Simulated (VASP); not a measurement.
# Zn3O: density of states with PBE

Crystal: Zn3O.

```
Zn O
1.0
     3.09816    0.00000    0.00000
    -1.54908    2.68309    0.00000
     0.00000    0.00000    6.88604
Zn O
3 1
Direct
  0.00000 0.00000 0.06320
  0.33333 0.66667 0.64955
  0.66667 0.33333 0.36869
  0.33333 0.66667 0.92857
```

```
Program                 : VASP 6.6.1
Task                    : density of states
Functional              : PBE
Potentials or basis     : VASP PAW PBE potentials, release 64 (Zn, O)
Cutoff                  : 520 eV
k mesh                  : 12 × 12 × 6
Occupations             : gaussian, width 0.1 eV
Spin                    : no spin polarisation
Dipole correction       : no
k mesh for the DOS      : 18 × 18 × 9
Occupations for the DOS : tetrahedron
Further INCAR settings  : ALGO = Normal; EDIFF = 1e-06; NBANDS = 29
```

| Item | Value |
| --- | --- |
| Valence electrons inside the program's atomic spheres | Zn 10.78, 10.75, 10.70; O 5.01 |

Levels at points of the mesh, in eV from the Fermi level:
```
           k point  band 17  band 18  band 19  band 20  band 21  band 22  band 23  band 24  band 25  band 26
(0.00, 0.00, 0.00)    -6.26    -5.98    -1.77    -1.77    -1.60     0.34     6.66     8.63    11.16    11.16
(0.50, 0.00, 0.00)    -5.47    -4.08    -2.63    -2.57    -1.96    -0.11     2.83     4.86     6.05     6.83
```

It took 3.5 min on 1 thread of Intel Xeon 6975P-C (shared host), peak memory 0.47 GiB.
